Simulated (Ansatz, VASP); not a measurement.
# Ta: VASP beside Ansatz

Contents of INCAR:

```
PREC     = Accurate       # precision mode
ENCUT    = 520            # plane-wave cutoff, eV
EDIFF    = 1E-6           # SCF threshold, eV
ISMEAR   = 0              # smearing method
SIGMA    = 0.15           # smearing width, eV
LREAL    = F              # projectors in reciprocal space
LASPH    = T              # aspherical terms in the spheres
NELM     = 80             # most SCF steps
ALGO     = Fast           # electronic algorithm
ISIF     = 2              # what is computed and relaxed
LWAVE    = F              # write WAVECAR
LCHARG   = F              # write CHGCAR
GGA      = PS             # functional
NBANDS   = 12             # bands
```

File KPOINTS:

```
regular mesh
0
Gamma
  26 26 26
```

Contents of POSCAR:

```
Ta
1.0
   -1.6402597622      1.6894675551      1.6402597622
    1.6402597622     -1.6894675551      1.6402597622
    1.6402597622      1.6894675551     -1.6402597622
Ta
1
Direct
    0.0000000000      0.0000000000      0.0000000000
```

Input for Ansatz:

```yaml
crystal:
  lattice:
    - [-1.6402597622, 1.6894675551, 1.6402597622]
    - [1.6402597622, -1.6894675551, 1.6402597622]
    - [1.6402597622, 1.6894675551, -1.6402597622]
  atoms:
    - { symbol: Ta, position: [0.0, 0.0, 0.0] }
basis:
  ecutwfc: 420
kpoints:
  mp_grid: { grid: [26, 26, 26] }
hamiltonian:
  xc: pbesol
scf:
  occupations: { method: gaussian, width: 0.15 }
output:
  forces: true
  stress: true
  eigenvalues: true
```

Change from the starting cell: strain +0.0300 x Voigt [0, 1, 0, 0, 0, 0], atoms carried along.

Alike in both runs: task single point; functional PBEsol; k mesh 26 × 26 × 26; occupations gaussian, width 0.15 eV; no spin polarisation.

|  | VASP | Ansatz |
| --- | --- | --- |
| version | VASP 6.6.1 | Ansatz 0.2.0 |
| potentials or method | VASP PAW PBE potentials, release 64 (Ta_pv), cutoff 520 eV | scalar-relativistic, plane waves, PAW |
| valence electrons in the cell | 11 | 13 |

|  | VASP | Ansatz | Ansatz less VASP |
| --- | --- | --- | --- |
| gap on the k mesh at the Fermi level (eV) | none | none | - |
| pressure (GPa) | -5.4 | -5.5 | -0.16 |
| traceless stress, the component that is largest in VASP (GPa) | -2.15 | -2.16 | -0.002 |

VASP's potentials were made for PBE, not for PBEsol. A gap of «none» marks a metal or a gap that the smearing closes. The functional is the same, so the differences come from potentials, cutoffs and numerics. VASP's potentials hold 11 valence electrons a cell and Ansatz's 13, so a difference there can come from the potentials and not from the codes.

Spin-orbit coupling is off throughout.
